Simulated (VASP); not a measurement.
CFH3: single point with PBE+D3(BJ)

CFH3, in a box:

```
C F H
1.0
     7.17414    0.00000    0.00000
     0.00000    5.07288    0.00000
     0.00000    0.00000   25.13191
C F H
1 1 3
Cartesian
  3.5794 1.8785 15.8351
  3.5850 0.4535 15.5546
  4.4836 2.2868 15.3670
  2.6715 2.2800 15.3678
  3.5802 1.9635 16.9263
```

| Quantity | Value |
| --- | --- |
| Program | VASP 6.6.1 |
| Task | single point |
| Functional | PBE |
| Dispersion | D3(BJ) |
| Potentials or basis | VASP PAW PBE potentials, release 64 (C_h, F_h, H_h) |
| Cutoff | 1010 eV |
| k mesh | 2 × 3 × 1 |
| Occupations | gaussian, width 0.05 eV |
| Spin | no spin polarisation |

```
Largest force                          : 1.444 eV/Å
Gap between the frontier levels        : 7.00 eV
Dispersion energy per atom             : -0.009 eV
Ionisation potential of the upper face : 7.77 eV
```

Forces in eV/Å, atoms in the order of the input:
```
C    0.006 -1.372 -0.450
F   -0.005  0.859  0.165
H   -0.069  0.131  0.154
H    0.072  0.127  0.159
H   -0.004  0.256 -0.029
```

Levels at points of the mesh, in eV from the valence-band top:
```tsv
k point	band 5	band 6	band 7	band 8	band 9	band 10
(0.00, 0.00, 0.00)	-3.38	-0.07	0.00	7.00	7.78	8.00
(0.50, 0.00, 0.00)	-3.38	-0.07	0.00	7.68	7.85	8.37
```

Run time: 6 min on 1 thread of Intel(R) Xeon(R) 6975P-C (Granite Rapids), with other jobs on the host, peak memory 1.9 GiB.

Caveat: the k points lie up to 0.44 Å⁻¹ apart.
